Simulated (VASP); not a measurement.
Wanted: the native input for a VASP 6.6.1 run.

```
Task                   : single point
Functional             : LDA
Potentials or basis    : VASP PAW LDA potentials, release 64 (Co, Si)
Cutoff                 : 520 eV
k mesh                 : 14 × 14 × 14
Occupations            : fermi-dirac, width 0.1 eV
Spin                   : no spin polarisation
Dipole correction      : no
Further INCAR settings : ALGO = Normal; EDIFF = 1e-06; NBANDS = 14
```

The structure of CoSi (rocksalt type) lies in POSCAR:

```
CoSi
1.0
    0.0000000000      2.2850227151      2.2850227151
    2.2850227151      0.0000000000      2.2850227151
    2.2850227151      2.2850227151      0.0000000000
Co Si
1 1
Direct
    0.0000000000      0.0000000000      0.0000000000
    0.5000000000      0.5000000000      0.5000000000
```

These files were run (other wordings do the same):

INCAR

```
SYSTEM = CoSi
ALGO     = Normal         ! electronic algorithm
EDIFF    = 1E-6           ! SCF threshold, eV
ENCUT    = 520            ! plane-wave cutoff, eV
ISIF     = 2              ! what is computed and relaxed
ISMEAR   = -1             ! smearing method
LASPH    = .True.         ! aspherical terms in the spheres
LCHARG   = .True.         ! write CHGCAR
LELF     = .True.         ! ELF
LREAL    = .False.        ! projectors in reciprocal space
LVHAR    = .True.       
LWAVE    = .False.        ! write WAVECAR
NBANDS   = 14             ! bands
NELM     = 80             ! most SCF steps
PREC     = Accurate       ! precision mode
SIGMA    = 0.1            ! smearing width, eV
```

KPOINTS

```
k-points
0
Gamma
  14 14 14
  0 0 0
```

Potentials or basis: VASP PAW LDA potentials, release 64 (Co, Si).

Launch:

```sh
$ cat potpaw_LDA.64/Co/POTCAR potpaw_LDA.64/Si/POTCAR > POTCAR
$ mpirun -np 1 vasp_std > vasp.out
```

Results of the run:

The pressure is 0.4 GPa.

Run time: 18 s on 1 thread of Intel Xeon 6975P-C, with other jobs on the host, peak memory 0.15 GiB.
